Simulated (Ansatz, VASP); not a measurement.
**Cd2HgSe3 in VASP and in Ansatz**

```
Cd Hg Se
1.0
     3.80656   -2.14400    0.01178
     3.80656    2.14400    0.01178
    -1.03875    0.00000    9.99513
Cd Hg Se
2 1 3
Direct
  0.40896 0.00308 0.33588
  0.99692 0.59104 0.66412
  0.68639 0.31361 0.00000
  0.45411 0.03196 0.82134
  0.48558 0.51442 0.50000
  0.96804 0.54589 0.17866
```

Alike in both runs: functional PBE; k mesh 8 × 8 × 4; occupations gaussian, width 0.02 eV; no spin polarisation.

Ansatz relaxed the structure, and its values are those at the end. VASP's run is a single point on that final structure, the one shown.

```csv
,VASP,Ansatz
version,VASP 6.6.1,Ansatz 0.2.0
potentials or method,"VASP PAW PBE potentials, release 64 (Cd, Hg, Se), cutoff 520 eV","scalar-relativistic, plane waves, PAW"
valence electrons in the cell,54,108
```

|  | VASP | Ansatz | Ansatz less VASP |
| --- | --- | --- | --- |
| gap on the k mesh at the Fermi level (eV) | 0.66 | 0.66 | +0.004 |
| least direct gap on the mesh (eV) | 0.77 | 0.77 | +0.005 |
| pressure (GPa) | 0.3 | 0.0 | -0.30 |
| rms of the force components (eV/Å) | 0.020 | 0.002 | -0.0173 |

VASP's potentials hold 54 valence electrons a cell and Ansatz's 108, so a difference there can come from the potentials and not from the codes.

Neither program's run includes spin-orbit coupling.
